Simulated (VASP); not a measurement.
Wanted: the native input for a VASP 6.6.1 run.

```
Task                   : single point
Functional             : PBEsol
Potentials or basis    : VASP PAW PBE potentials, release 64 (Ca_sv, F)
Cutoff                 : 520 eV
k mesh                 : 7 × 3 × 1
Occupations            : gaussian, width 0.05 eV
Spin                   : no spin polarisation
Dipole correction      : yes
Further INCAR settings : ALGO = Normal; EDIFF = 1e-06; NBANDS = 141; NELMDL = -8
```

The structure of CaF2 lies in POSCAR:

```
CaF2
1.0
    3.8330589184      0.0000000000      0.0000000000
    0.0000000000      9.3890385042      0.0000000000
    0.0000000000      0.0000000000     24.9585791927
Ca F
10 20
Direct
    0.5000000000      0.6556020187      0.3109509717
    0.0000000000      0.3292740778      0.3476414947
    0.5000000000     -0.0010278957      0.3784864464
    0.0000000000      0.6683004648      0.4364224592
    0.5000000000      0.3296096899      0.4808705983
    0.0000000000      0.0037233671      0.5191294531
    0.5000000000      0.6650330352      0.5635775416
    0.0000000000      0.3343612816      0.6215135503
    0.5000000000      0.0040593444      0.6523585242
    0.0000000000      0.6777312599      0.6890490199
    0.5000000000      0.4158739922      0.3005213247
    0.5000000000      0.8752068693      0.2997501113
    0.0000000000      0.0966522883      0.3426620016
    0.0000000000      0.5876888124      0.3424082634
    0.5000000000      0.7367202174      0.3935235342
    0.5000000000      0.2531365831      0.3908985108
    0.0000000000      0.4212962112      0.4327364133
    0.0000000000      0.9159922329      0.4284116274
    0.5000000000      0.0809298000      0.4771892439
    0.5000000000      0.5782195095      0.4800141193
    0.0000000000      0.7551139227      0.5199858665
    0.0000000000      0.2524035128      0.5228108670
    0.5000000000      0.4173409495      0.5715882235
    0.5000000000      0.9120372166      0.5672636962
    0.0000000000      0.0801966051      0.6091015006
    0.0000000000      0.5966128294      0.6064764475
    0.5000000000      0.7456448275      0.6575917592
    0.5000000000      0.2366811655      0.6573378468
    0.0000000000      0.4581265156      0.7002498929
    0.0000000000      0.9174592952      0.6994786904
```

One way to write it, as run:

INCAR

```
PREC = Accurate
ENCUT = 520
EDIFF = 1E-6
ISMEAR = 0
SIGMA = 0.05
LREAL = False
LASPH = True
NELM = 120
ALGO = Normal
ISIF = 2
LWAVE = False
LCHARG = True
LDIPOL = True
IDIPOL = 3
DIPOL = 0.5 0.5 0.500
GGA = PS
LVHAR = True
LVACPOTAV = True
NBANDS = 141
GGA_COMPAT = False
NELMDL = -8
KPAR = 4
```

KPOINTS

```
Automatic mesh
0
Gamma
  7 3 1
```

Potentials or basis: VASP PAW PBE potentials, release 64 (Ca_sv, F).

The run is started by

```console
$ cat potpaw_PBE.64/Ca_sv/POTCAR potpaw_PBE.64/F/POTCAR > POTCAR
$ mpirun -np 4 vasp_std > vasp.out
```

Results of the run:

| Item | Value |
| --- | --- |
| Largest force | 0.092 eV/Å |
| Band gap on the k mesh | 5.79 eV (least direct gap 5.80 eV) |

Caveat: the PAW data sets were made with another functional, which shifts forces and pressure a little.

Run time: 24 min on 4 MPI ranks on AMD EPYC 7R43 64-Core Processor (Zen 3), with other jobs on the host, peak memory 1.2 GiB a rank.
